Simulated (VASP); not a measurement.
Input of a VASP 6.6.1 run:

The input POSCAR:

```
Si
1.0
   -3.2405241826      3.2405241826      3.2405241826
    3.2405241826     -3.2405241826      3.2405241826
    3.2405241826      3.2405241826     -3.2405241826
Si
8
Direct
    0.2013996517      0.2013996517      0.2013996517
    0.5000000000      0.0000000000      0.2986003483
    0.2986003483      0.5000000000      0.0000000000
    0.0000000000      0.2986003483      0.5000000000
    0.7986003483      0.7986003483      0.7986003483
    0.5000000000      0.0000000000      0.7013996517
    0.7013996517      0.5000000000      0.0000000000
    0.0000000000      0.7013996517      0.5000000000
```

File INCAR.step1:

```
SYSTEM = Si
PREC = Accurate ; ENCUT = 520
ISMEAR = 0 ; SIGMA = 0.15
LREAL = .False. ; LASPH = .True.
NELM = 60 ; NBANDS = 26
GGA = PE ; ALGO = Normal
EDIFF = 1E-4 ; LWAVE = .True.
LCHARG = .False.
```

The input INCAR.step2:

```
SYSTEM = Si
PREC = Accurate ; ENCUT = 520
EDIFF = 1E-7 ; ISMEAR = 0
SIGMA = 0.15 ; LREAL = .False.
LASPH = .True. ; NELM = 60
ALGO = Normal ; ISIF = 2
LWAVE = .False. ; LCHARG = .False.
METAGGA = R2SCAN ; LMIXTAU = .True.
NBANDS = 26 ; ISTART = 1
```

Contents of KPOINTS:

```
regular mesh
0
Gamma
  8 8 8
  0 0 0
```

Potentials or basis: VASP PAW PBE potentials, release 64 (Si).

The run is started by

```sh
$ cat potpaw_PBE.64/Si/POTCAR > POTCAR
$ cp INCAR.step1 INCAR
$ mpirun -np 1 vasp_std > vasp.out
$ cp INCAR.step2 INCAR
$ mpirun -np 1 vasp_std > vasp.out
```

Task: What does it give for the largest force?

Result: 0.405 eV/Å.

Task: Estimate the pressure.

Result: 9.0 GPa.

Forces on the atoms (eV/Å):
```
Si   0.234  0.234  0.234
Si  -0.234 -0.234  0.234
Si   0.234 -0.234 -0.234
Si  -0.234  0.234 -0.234
Si  -0.234 -0.234 -0.234
Si   0.234  0.234 -0.234
Si  -0.234  0.234  0.234
Si   0.234 -0.234  0.234
```

Caveat: the cell differs from its parent crystal (strain -0.025 along x and y, -0.025 along z); the cell stands under pressure; the PAW data sets were made with another functional, which shifts forces and pressure a little.
